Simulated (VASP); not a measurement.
A run of VASP 6.6.1 is set up as follows.

File INCAR:

```
SYSTEM = Sn
PREC = Accurate
ENCUT = 520
EDIFF = 1E-6
ISMEAR = 0
SIGMA = 0.21
LREAL = .FALSE.
LASPH = .TRUE.
NELM = 80
ALGO = Fast
ISIF = 2
LWAVE = .FALSE.
LCHARG = .TRUE.
GGA = PE
IVDW = 12
LELF = .TRUE.
LVHAR = .TRUE.
NBANDS = 13
```

The input KPOINTS:

```
Automatic mesh
0
G
  6 6 6
  0 0 0
```

File POSCAR:

```
Sn
1.0
   -1.8946518192      1.8946518192      1.8946518192
    1.8946518192     -1.8946518192      1.8946518192
    1.8946518192      1.8946518192     -1.8946518192
Sn
1
Direct
    0.0000000000      0.0000000000      0.0000000000
```

Potentials or basis: VASP PAW PBE potentials, release 64 (Sn_d).

Launch:

```console
$ cat potpaw_PBE.64/Sn_d/POTCAR > POTCAR
$ mpirun -np 1 vasp_std > vasp.out
```

Problem. What does it give for the pressure?

Solution. -1.5 GPa.

Problem. Predict the band gap on the k mesh.

Solution. Zero (band 7 reaches 16.04 eV, above the bottom of band 8 at 5.62 eV).

Problem. What does it give for the dispersion energy per atom?

Solution. -0.384 eV.

Caveat: the k points lie up to 0.39 Å⁻¹ apart; three body term missing; spin-orbit coupling is left out, which moves the levels of the heavy elements; pairwise dispersion overbinds metals, which lowers pressure and volume.
